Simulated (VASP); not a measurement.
A run of VASP 6.6.1 is set up as follows.

The input INCAR:

```
PREC = Accurate
ENCUT = 520
EDIFF = 1E-7
ISMEAR = 0
SIGMA = 0.05
LREAL = False
LASPH = True
NELM = 60
ALGO = Normal
ISIF = 2
LWAVE = False
LCHARG = False
GGA = CA
NBANDS = 36
NELECT = 48.0
```

File KPOINTS:

```
regular mesh
0
Gamma
  6 6 6
```

POSCAR

```
HC12
1.0
    1.7657489870     -3.5314979740     -1.7657489870
    3.5314979740     -1.7657489870      1.7657489870
   -1.7657489870     -3.5314979740      1.7657489870
C H
12 1
Direct
    0.2500000000      1.0000000000      0.2500000000
    0.0833333333      0.3333333333      0.7500000000
    0.9166666667      0.6666666667      0.2500000000
    0.7500000000      1.0000000000      0.7500000000
    0.5833333333      0.3333333333      0.2500000000
    0.4166666667      0.6666666667      0.7500000000
    0.9583333333      0.3333333333      0.1250000000
    0.7916666667      0.6666666667      0.6250000000
    0.6250000000      1.0000000000      0.1250000000
    0.4583333333      0.3333333333      0.6250000000
    0.2916666667      0.6666666667      0.1250000000
    0.1250000000      1.0000000000      0.6250000000
    1.3055555556      0.3888888889      0.4166666667
```

Potentials or basis: VASP PAW LDA potentials, release 64 (C, H).

The run is started by

```console
$ cat potpaw_LDA.64/C/POTCAR potpaw_LDA.64/H/POTCAR > POTCAR
$ mpirun -np 1 vasp_std > vasp.out
```

(1) Predict the largest force.

Answers

(1) 5.414 eV/Å.

Caveat: the cell carries a net charge on a neutralising background, which shifts energy and pressure.
